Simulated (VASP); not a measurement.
# Si (Cmcm) in VASP: notebook

The runs below take Si through single point, with r2SCAN.

Program: VASP 6.6.1. These are calculated values, not measurements. Logs are shortened: lines on timing, memory, paths and dates and some standing lists are left out, and cuts for length are marked.

### 1 The cell of the first run

Symmetry: Cmcm, No. 63, orthorhombic system. The conventional cell has a = 3.831 Å, b = 5.641 Å, c = 6.333 Å, α = 90.00°, β = 90.00°, γ = 90.00°. Si (site symmetry m) has 4 Si at 2.04 to 2.37 Å within 2.7 Å.

### 2 Single point, r2SCAN (strain -0.1500 x Voigt [0, 1, 0, 0, 0, 0])

The input, POSCAR:

```
Si
1.0
    3.8313174605      0.0000000000      0.0000000000
   -1.9156587303      2.8203155131      0.0000000000
    0.0000000000      0.0000000000      6.3326220002
Si
4
Direct
    0.3333333333      0.6666666667      0.0630095000
    0.6666666667      0.3333333333      0.5630095000
    0.3333333333      0.6666666667      0.4369905000
    0.6666666667      0.3333333333      0.9369905000
```

The input, INCAR.step1:

```
PREC = Accurate
ENCUT = 520
ISMEAR = 0
SIGMA = 0.05
LREAL = F
LASPH = T
NELM = 60
NBANDS = 16
GGA = PE
ALGO = Normal
EDIFF = 1E-4
LWAVE = T
LCHARG = F
```

The input, INCAR.step2:

```
PREC = Accurate
ENCUT = 520
EDIFF = 1E-7
ISMEAR = 0
SIGMA = 0.05
LREAL = F
LASPH = T
NELM = 60
ALGO = Normal
ISIF = 2
LWAVE = F
LCHARG = F
METAGGA = R2SCAN
LMIXTAU = T
NBANDS = 16
ISTART = 1
```

The input, KPOINTS:

```
Automatic mesh
0
Gamma
  12 12 6
```

Potentials or basis: VASP PAW PBE potentials, release 64 (Si).

Started as:

```bash
cat potpaw_PBE.64/Si/POTCAR > POTCAR
cp INCAR.step1 INCAR
mpirun -np 1 vasp_std > vasp.out
cp INCAR.step2 INCAR
mpirun -np 1 vasp_std > vasp.out
```

OUTCAR:

```text
PREC = Accurate
   ENCUT = 520
   EDIFF = 1E-7
   ISMEAR = 0
   LREAL = F
   LASPH = T
   NELM = 60
   ISIF = 2
   METAGGA = R2SCAN
   ISTART = 1

 ion  position               nearest neighbor table
   1  0.333  0.667  0.063-   4 2.04   4 2.28   4 2.28   3 2.37
   2  0.667  0.333  0.563-   3 2.04   3 2.28   3 2.28   4 2.37
   3  0.333  0.667  0.437-   2 2.04   2 2.28   2 2.28   1 2.37
   4  0.667  0.333  0.937-   1 2.04   1 2.28   1 2.28   2 2.37

  Warning from LATTYP: Monoclinic adjustment (A1->A3, A2->A1, A3->A2)!
  LATTYP: Found a base centered orthorhombic cell.
 ALAT       =     3.8313174605
 B/A-ratio  =     1.4722431864
 C/A-ratio  =     1.6528575524

  Lattice vectors:

 A1 = (   1.9156587303,  -2.8203155131,   0.0000000000)
 A2 = (   1.9156587302,   2.8203155131,   0.0000000000)
 A3 = (   0.0000000000,   0.0000000000,   6.3326220002)

Analysis of symmetry for initial positions (statically):
=====================================================================
 Subroutine PRICEL returns:
 Original cell was already a primitive cell.

 Routine SETGRP: Setting up the symmetry group for a
 base centered orthorhombic supercell.

 Subroutine GETGRP returns: Found  8 space group operations
 (whereof  4 operations were pure point group operations)
 out of a pool of  8 trial point group operations.

The static configuration has the point symmetry C_2h.
 The point group associated with its full space group is D_2h.

Analysis of symmetry for dynamics (positions and initial velocities):
=====================================================================
 Subroutine PRICEL returns:
 Original cell was already a primitive cell.

 Routine SETGRP: Setting up the symmetry group for a
 base centered orthorhombic supercell.

 Subroutine GETGRP returns: Found  8 space group operations
 (whereof  4 operations were pure point group operations)
 out of a pool of  8 trial point group operations.

The dynamic configuration has the point symmetry C_2h.
 The point group associated with its full space group is D_2h.

 Subroutine INISYM returns: Found  8 space group operations
 (whereof  4 operations are pure point group operations),
 and found     1 'primitive' translations

----------------------------------------------------------------------------------------

                                     Primitive cell

  volume of cell :      68.4273

  direct lattice vectors                    reciprocal lattice vectors
     3.831317461  0.000000000  0.000000000     0.261006823  0.177285129  0.000000000
    -1.915658730  2.820315513  0.000000000     0.000000000  0.354570258  0.000000000
     0.000000000  0.000000000  6.332622000     0.000000000  0.000000000  0.157912473

  length of vectors
     3.831317461  3.409388210  6.332622000     0.315522707  0.354570258  0.157912473

  position of ions in fractional coordinates (direct lattice)
     0.333333333  0.666666667  0.063009500
     0.666666667  0.333333333  0.563009500
     0.333333333  0.666666667  0.436990500
     0.666666667  0.333333333  0.936990500

  ion indices of the primitive-cell ions
   primitive index   ion index
                 1           1
                 2           2
                 3           3
                 4           4

----------------------------------------------------------------------------------------

 KPOINTS: Automatic mesh

Automatic generation of k-mesh.
 Grid dimensions read from file:
 generate k-points for:   12   12    6

 Generating k-lattice:

  Cartesian coordinates                     Fractional coordinates (reciprocal lattice)
     0.021750569  0.014773761  0.000000000     0.083333333  0.000000000  0.000000000
     0.000000000  0.029547522  0.000000000     0.000000000  0.083333333  0.000000000
     0.000000000  0.000000000  0.026318745     0.000000000  0.000000000  0.166666667

  Length of vectors
     0.026293559  0.029547522  0.026318745

  Shift w.r.t. Gamma in fractional coordinates (k-lattice)
     0.000000000  0.000000000  0.000000000

 Subroutine IBZKPT returns following result:
 ===========================================

 Found    172 irreducible k-points:

 Following reciprocal coordinates:
            Coordinates               Weight
  0.000000  0.000000  0.000000      1.000000
  0.083333 -0.000000  0.000000      4.000000
  0.166667  0.000000  0.000000      4.000000
  0.250000  0.000000  0.000000      4.000000
  0.333333 -0.000000  0.000000      4.000000
  0.416667  0.000000  0.000000      4.000000
[... 16 lines left out ...]
  0.333333  0.166667  0.000000      4.000000
  0.416667  0.166667  0.000000      4.000000
 [... further k-points ...]
   k-points           NKPTS =    172   k-points in BZ     NKDIM =    172   number of bands    NBANDS=     16
   number of dos      NEDOS =    301   number of ions     NIONS =      4
   total plane-waves  NPLWV =  37632
   dimension x,y,z NGX =    28 NGY =   28 NGZ =   48
   dimension x,y,z NGXF=    56 NGYF=   56 NGZF=   96
   ions per type =               4
   NGX,Y,Z   is equivalent  to a cutoff of  12.15, 13.65, 12.60 a.u.
   NGXF,Y,Z  is equivalent  to a cutoff of  24.30, 27.31, 25.20 a.u.
 SYSTEM =  unknown system
   PREC   = accura    normal or accurate (medium, high low for compatibility)
   ISTART =      1    job   : 0-new  1-cont  2-samecut
   ICHARG =      0    charge: 1-file 2-atom 10-const
   ISPIN  =      1    spin polarized calculation?
   LNONCOLLINEAR =      F non collinear calculations
   LSORBIT =      F    spin-orbit coupling
   LASPH  =      T    aspherical Exc in radial PAW
   ENCUT  =  520.0 eV  38.22 Ry    6.18 a.u.   7.12  6.34 11.77*2*pi/ulx,y,z
   NELM   =     60;   NELMIN=  2; NELMDL=  0     # of ELM steps
   EDIFF  = 0.1E-06   stopping-criterion for ELM
   LREAL  =      F    real-space projection
   EDIFFG = 0.1E-05   stopping-criterion for IOM
   NSW    =      0    number of steps for IOM
   IBRION =     -1    ionic relax: 0-MD 1-quasi-New 2-CG
   NFREE  =      0    steps in history (QN), initial steepest desc. (CG)
   ISIF   =      2    stress and relaxation
   ISYM   =      2    0-nonsym 1-usesym 2-fastsym
   POTIM  = 0.5000    time-step for ionic-motion
   TEBEG  =    0.0;   TEEND  =   0.0 temperature during run
   PSTRESS=    0.0 pullay stress
   NELECT =      16.0000    total number of electrons
   NUPDOWN=      -1.0000    fix difference up-down
   EMIN   =  10.00;   EMAX   =-10.00  energy-range for DOS
   EFERMI =   0.00;   METHOD = LEGACY
   ISMEAR =     0;   SIGMA  =   0.05  broadening in eV -4-tet -1-fermi 0-gaus
   EFERMI_NEDOS =   21; number of points for ismear=-14 and -15
   IALGO  =     38    algorithm
   IMIX   =      4    mixing-type and parameters
     AMIX     =   0.40;   BMIX     =  1.00
     AMIX_MAG =   1.60;   BMIX_MAG =  1.00
  volume/ion in A,a.u.               =      17.11       115.44
  Fermi-wavevector in a.u.,A,eV,Ry     =   1.008568  1.905916 13.839964  1.017209
  Thomas-Fermi vector in A             =   2.141442
   LORBIT       =      0    0 simple, 1 ext, 2 COOP (PROOUT), +10 PAW based schemes
   METAGGA = R2SCAN    functional components
   LHFCALC =     F    Hartree Fock is set to
   AEXX    =    0.0000 exact exchange contribution
   IVDW    =     0    specifies the selected vdW correction
   LEPSILON=     F    determine dielectric tensor
   LRPA    =     F    only Hartree local field effects (RPA)
 non-spin polarized calculation
 Gauss-broadening in eV      SIGMA  =   0.05
  energy-cutoff  :      520.00
  volume of cell :       68.43
 maximum number of plane-waves:      1858
   NGX = 15   NGY = 13   NGZ = 23

 number of electron      16.0000000 magnetization

 Free energy of the ion-electron system (eV)
  ---------------------------------------------------
  ext. energy  EPLUGINS =         0.00000000
  ---------------------------------------------------
  free energy    TOTEN  =       -33.21317559 eV

  energy without entropy =      -33.21286216  energy(sigma->0) =      -33.21301888

 E-fermi :   7.7153     XC(G=0): -10.5035

 val. band max:        7.6549495335   @ k =   0.0000   0.0833   0.0000
 cond. band min:       7.7366601947   @ k =   0.0000   0.0000   0.3333
 fundamental gap:      0.0817106612
 Fermi energy:         7.7153055992

 k-point     1 :       0.0000    0.0000    0.0000
  band No.  band energies     occupation
      1      -6.3384      2.00000
      2      -4.0995      2.00000
      3      -0.6507      2.00000
      4       6.1576      2.00000
      5       6.5515      2.00000
      6       7.2371      2.00000
[... 8 lines left out ...]
     15      13.7884      0.00000
     16      15.1433      0.00000

 k-point     2 :       0.0833   -0.0000    0.0000
  band No.  band energies     occupation
      1      -6.2424      2.00000
      2      -4.0032      2.00000
      3      -0.5770      2.00000
      4       5.4119      2.00000
      5       6.3554      2.00000
      6       7.0124      2.00000
[... 8 lines left out ...]
     15      13.2624      0.00000
     16      14.6852      0.00000

 k-point     3 :       0.1667    0.0000    0.0000
  band No.  band energies     occupation
      1      -5.9566      2.00000
      2      -3.7164      2.00000
      3      -0.3733      2.00000
      4       3.8874      2.00000
      5       5.5655      2.00000
      6       6.0175      2.00000
[... 8 lines left out ...]
     15      13.6364      0.00000
     16      14.5948      0.00000

 k-point     4 :       0.2500    0.0000    0.0000
  band No.  band energies     occupation
      1      -5.4904      2.00000
      2      -3.2479      2.00000
      3      -0.1352      2.00000
      4       2.4330      2.00000
      5       3.9994      2.00000
      6       5.6367      2.00000
[... 8 lines left out ...]
     15      14.6359      0.00000
     16      15.3178      0.00000
[... 324 lines left out ...]
 k-point    22 :       0.2500    0.1667    0.0000
  band No.  band energies     occupation
      1      -4.3370      2.00000
      2      -2.0847      2.00000
      3      -0.3321      2.00000
      4       1.8982      2.00000
      5       2.2898      2.00000
      6       3.7185      2.00000
[... 8 lines left out ...]
     15      14.0175      0.00000
     16      14.9746      0.00000

 k-point    23 :       0.3333    0.1667    0.0000
  band No.  band energies     occupation
      1      -3.6637      2.00000
      2      -1.4026      2.00000
      3      -1.1711      2.00000
      4       1.2314      2.00000
      5       2.1884      2.00000
      6       3.3413      2.00000
[... 8 lines left out ...]
     15      14.2265      0.00000
     16      14.6145      0.00000

 k-point    24 :       0.4167    0.1667    0.0000
  band No.  band energies     occupation
      1      -3.4824      2.00000
      2      -1.4048      2.00000
      3      -1.2228      2.00000
      4       0.9941      2.00000
      5       2.2068      2.00000
      6       3.3344      2.00000
[... 8 lines left out ...]
     15      14.0476      0.00000
     16      15.1387      0.00000

 [... further k-points ...]

------------------------ aborting loop because EDIFF is reached ----------------------------------------

  FORCE on cell =-STRESS in cart. coord.  units (eV):
  Direction    XX          YY          ZZ          XY          YZ          ZX
  --------------------------------------------------------------------------------------
  -------------------------------------------------------------------------------------
  Total        4.6030941     24.6696657      2.7173669     -0.0000000      0.0000000      0.0000000
  in kB      107.7782271    577.6229583     63.6252441     -0.0000000      0.0000000      0.0000000
  external PRESSURE =     249.6754765 kB  Pullay stress =       0.0000000 kB

 VOLUME and BASIS-vectors are now :
 -----------------------------------------------------------------------------
  energy-cutoff  :      520.00
  volume of cell :       68.43
      direct lattice vectors                 reciprocal lattice vectors
     3.831317461  0.000000000  0.000000000     0.261006823  0.177285129  0.000000000
    -1.915658730  2.820315513  0.000000000     0.000000000  0.354570258  0.000000000
     0.000000000  0.000000000  6.332622000     0.000000000  0.000000000  0.157912473

 POSITION                                       TOTAL-FORCE (eV/Angst)
 -----------------------------------------------------------------------------------
     -0.00000      1.88021      0.39902         0.000000     -3.335426      1.847509
      1.91566      0.94011      3.56533        -0.000000      3.335426      1.847509
     -0.00000      1.88021      2.76730         0.000000     -3.335426     -1.847509
      1.91566      0.94011      5.93361        -0.000000      3.335426     -1.847509
 -----------------------------------------------------------------------------------
    total drift:                               -0.000000      0.000000     -0.000000

  FREE ENERGIE OF THE ION-ELECTRON SYSTEM (eV)
  ---------------------------------------------------
  free  energy   TOTEN  =       -33.2131755900 eV

  energy  without entropy=      -33.2128621621  energy(sigma->0) =      -33.21301888
```

Run time: 8.6 min. Hardware: 1 thread of Intel Xeon 6975P-C (Granite Rapids), shared host; peak memory 0.28 GiB.

What came out:

| Quantity | Value |
| --- | --- |
| Free energy | -33.2132 eV |
| Pressure | 25.0 GPa |
| Largest force | 3.813 eV/Å |
| Band gap on the k mesh | zero (bands 8 and 9 overlap by 1.03 eV) |

Forces in eV/Å, atoms in the order of the input:
```
Si   0.000 -3.335  1.848
Si   0.000  3.335  1.848
Si   0.000 -3.335 -1.848
Si   0.000  3.335 -1.848
```

Stress tensor (GPa, compression positive):
```
10.78  0.00  0.00
 0.00 57.76  0.00
 0.00  0.00  6.36
```

Caveat: the cell differs from its parent crystal (strain -0.1500 x Voigt [0, 1, 0, 0, 0, 0]); the stress differs along the axes, from 6 to 58 GPa; the PAW data sets were made with another functional, which shifts forces and pressure a little.

### 3 Single point, r2SCAN (strain -0.1125 x Voigt [0, 1, 0, 0, 0, 0])

POSCAR, as its differences from that of step 2:

```diff
@@ -3,3 +3,3 @@
     3.8313174605      0.0000000000      0.0000000000
-   -1.9156587303      2.8203155131      0.0000000000
+   -1.9156587303      2.9447411976      0.0000000000
     0.0000000000      0.0000000000      6.3326220002
```

The input, INCAR.step1:

```
  ALGO = Normal
  EDIFF = 1E-4
  ENCUT = 520
  GGA = PE
  ISMEAR = 0
  LASPH = True
  LCHARG = False
  LREAL = False
  LWAVE = True
  NBANDS = 16
  NELM = 80
  PREC = Accurate
  SIGMA = 0.05
```

The input, INCAR.step2:

```
  ALGO = Normal
  EDIFF = 1E-6
  ENCUT = 520
  ISIF = 2
  ISMEAR = 0
  ISTART = 1
  LASPH = True
  LCHARG = True
  LELF = True
  LMIXTAU = True
  LREAL = False
  LVHAR = True
  LWAVE = False
  METAGGA = R2SCAN
  NBANDS = 16
  NELM = 80
  PREC = Accurate
  SIGMA = 0.05
```

The input, KPOINTS:

```
k-points
0
Gamma
  12 12 6
```

Potentials or basis: VASP PAW PBE potentials, release 64 (Si).

Started as:

```bash
cat potpaw_PBE.64/Si/POTCAR > POTCAR
cp INCAR.step1 INCAR
mpirun -np 1 vasp_std > vasp.out
cp INCAR.step2 INCAR
mpirun -np 1 vasp_std > vasp.out
```

OUTCAR:

```text
EDIFF = 1E-6
   ENCUT = 520
   ISIF = 2
   ISMEAR = 0
   ISTART = 1
   LASPH = True
   LREAL = False
   METAGGA = R2SCAN
   NELM = 80
   PREC = Accurate

 ion  position               nearest neighbor table
   1  0.333  0.667  0.063-   4 2.12   4 2.30   4 2.30   3 2.37
   2  0.667  0.333  0.563-   3 2.12   3 2.30   3 2.30   4 2.37
   3  0.333  0.667  0.437-   2 2.12   2 2.30   2 2.30   1 2.37
   4  0.667  0.333  0.937-   1 2.12   1 2.30   1 2.30   2 2.37

[... 660 lines left out ...]
  Direction    XX          YY          ZZ          XY          YZ          ZX
  --------------------------------------------------------------------------------------
  -------------------------------------------------------------------------------------
  Total        3.1326129     16.9265731      1.7161955     -0.0000000      0.0000000      0.0000000
  in kB       70.2487311    379.5777856     38.4856212     -0.0000000      0.0000000      0.0000000
  external PRESSURE =     162.7707126 kB  Pullay stress =       0.0000000 kB

 VOLUME and BASIS-vectors are now :
 -----------------------------------------------------------------------------
  energy-cutoff  :      520.00
  volume of cell :       71.45
      direct lattice vectors                 reciprocal lattice vectors
     3.831317461  0.000000000  0.000000000     0.261006823  0.169794208  0.000000000
    -1.915658730  2.944741198  0.000000000     0.000000000  0.339588416  0.000000000
     0.000000000  0.000000000  6.332622000     0.000000000  0.000000000  0.157912473

 POSITION                                       TOTAL-FORCE (eV/Angst)
 -----------------------------------------------------------------------------------
     -0.00000      1.96316      0.39902         0.000000     -1.993406      1.126478
      1.91566      0.98158      3.56533        -0.000000      1.993406      1.126478
     -0.00000      1.96316      2.76730         0.000000     -1.993406     -1.126478
      1.91566      0.98158      5.93361        -0.000000      1.993406     -1.126478
 -----------------------------------------------------------------------------------
    total drift:                               -0.000000      0.000000     -0.000000

  FREE ENERGIE OF THE ION-ELECTRON SYSTEM (eV)
  ---------------------------------------------------
  free  energy   TOTEN  =       -34.1070693575 eV

  energy  without entropy=      -34.1068821042  energy(sigma->0) =      -34.10697573
```

OUTCAR.step1:

```text
EDIFF = 1E-4
   ENCUT = 520
   GGA = PE
   ISMEAR = 0
[... 689 lines left out ...]
     -0.00000      1.96316      0.39902         0.000000     -2.014918      1.147618
      1.91566      0.98158      3.56533        -0.000000      2.014918      1.147618
     -0.00000      1.96316      2.76730         0.000000     -2.014918     -1.147618
      1.91566      0.98158      5.93361        -0.000000      2.014918     -1.147618
 -----------------------------------------------------------------------------------
    total drift:                               -0.000000      0.000000     -0.000000

  FREE ENERGIE OF THE ION-ELECTRON SYSTEM (eV)
  ---------------------------------------------------
  free  energy   TOTEN  =       -20.6656417179 eV

  energy  without entropy=      -20.6651875316  energy(sigma->0) =      -20.66541462
```

OSZICAR.step1:

```text
N       E                     dE             d eps       ncg     rms          rms(c)
DAV:   1     0.273100654209E+02    0.27310E+02   -0.61063E+03  5504   0.831E+02
DAV:   2    -0.194903639124E+02   -0.46800E+02   -0.42474E+02  7528   0.126E+02
DAV:   3    -0.212741016772E+02   -0.17837E+01   -0.17693E+01  7408   0.227E+01
DAV:   4    -0.212931697298E+02   -0.19068E-01   -0.19065E-01  6912   0.302E+00
DAV:   5    -0.212934632933E+02   -0.29356E-03   -0.29352E-03  7520   0.353E-01    0.815E+00
DAV:   6    -0.208294873467E+02    0.46398E+00   -0.24148E-01  6888   0.263E+00    0.493E+00
DAV:   7    -0.206666826093E+02    0.16280E+00   -0.42544E-01  7104   0.340E+00    0.604E-01
DAV:   8    -0.206652466951E+02    0.14359E-02   -0.47361E-02  6456   0.135E+00    0.323E-01
DAV:   9    -0.206659832716E+02   -0.73658E-03   -0.26896E-03  7184   0.343E-01    0.133E-01
DAV:  10    -0.206656141831E+02    0.36909E-03   -0.11201E-03  6568   0.201E-01    0.294E-02
DAV:  11    -0.206656417179E+02   -0.27535E-04   -0.11781E-04  4304   0.631E-02
   1 F= -.20665642E+02 E0= -.20665415E+02  d E =-.454186E-03
```

Wall time 9 min (1 thread of Intel Xeon 6975P-C (Granite Rapids), shared host); peak memory 0.28 GiB.

Results:

```
Free energy            : -34.1071 eV
Pressure               : 16.3 GPa
Largest force          : 2.290 eV/Å
Band gap on the k mesh : zero (bands 8 and 9 overlap by 0.56 eV)
```

Forces on the atoms (eV/Å):
```
Si   0.000 -1.993  1.126
Si   0.000  1.993  1.126
Si   0.000 -1.993 -1.126
Si   0.000  1.993 -1.126
```

Stress tensor (GPa, compression positive):
```
 7.02  0.00  0.00
 0.00 37.96  0.00
 0.00  0.00  3.85
```

Caveat: the cell differs from its parent crystal (strain -0.1125 x Voigt [0, 1, 0, 0, 0, 0]); the stress differs along the axes, from 4 to 38 GPa; semilocal functionals underestimate gaps, and a narrow one can read as zero; the PAW data sets were made with another functional, which shifts forces and pressure a little.

(Part 1 of 2 ends here.)

The gap in the log of VASP goes by the Fermi energy; the results here count the filled bands.